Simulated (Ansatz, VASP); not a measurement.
PbS in VASP and in Ansatz

INCAR

```
  PREC = Accurate
  ENCUT = 520
  EDIFF = 1E-6
  ISMEAR = -1
  SIGMA = 0.08
  LREAL = F
  LASPH = T
  NELM = 60
  ALGO = Normal
  ISIF = 2
  LWAVE = F
  LCHARG = F
  GGA = CA
  NBANDS = 17
```

File KPOINTS:

```
Automatic mesh
0
Gamma
  12 12 12
```

Contents of POSCAR:

```
PbS
1.0
    0.0000000000      2.8007455428      2.8007455428
    2.8007455428      0.0000000000      2.8007455428
    2.8007455428      2.8007455428      0.0000000000
Pb S
1 1
Direct
    0.0000000000      0.0000000000      0.0000000000
    0.5000000000      0.5000000000      0.5000000000
```

Input for Ansatz:

```yaml
crystal:
  lattice:
    - [0.0, 2.8007455428, 2.8007455428]
    - [2.8007455428, 0.0, 2.8007455428]
    - [2.8007455428, 2.8007455428, 0.0]
  atoms:
    - { symbol: Pb, position: [0.0, 0.0, 0.0] }
    - { symbol: S, position: [0.5, 0.5, 0.5] }
kpoints:
  mp_grid: { grid: [12, 12, 12] }
scf:
  occupations: { method: fermi_dirac, width: 0.08 }
hamiltonian:
  xc: lda
  pseudopotentials: { kind: all_electron, lapw: { basis_error: 0.001 } }
output:
  forces: true
  stress: true
  eigenvalues: true
  populations: true
```

Change from the starting cell: volume scaled by 0.88, LAPW.

Alike in both runs: task single point; functional LDA; k mesh 12 × 12 × 12; occupations fermi-dirac, width 0.08 eV; no spin polarisation.

```csv
,VASP,Ansatz
version,VASP 6.6.1,Ansatz 0.2.0
potentials or method,"VASP PAW LDA potentials, release 64 (Pb_d, S), cutoff 520 eV","all-electron LAPW, scalar-relativistic"
```

Ansatz gave:

| Quantity | Value |
| --- | --- |
| pressure (GPa) | 10.9 |

Task: Estimate VASP's values.

Result: Pressure (GPa): 11.0.

LDA's correlation is that of Perdew and Zunger in VASP and of Perdew and Wang (1992) in Ansatz. Ansatz ran all-electron here, and VASP with PAW potentials.

Neither program's run includes spin-orbit coupling.
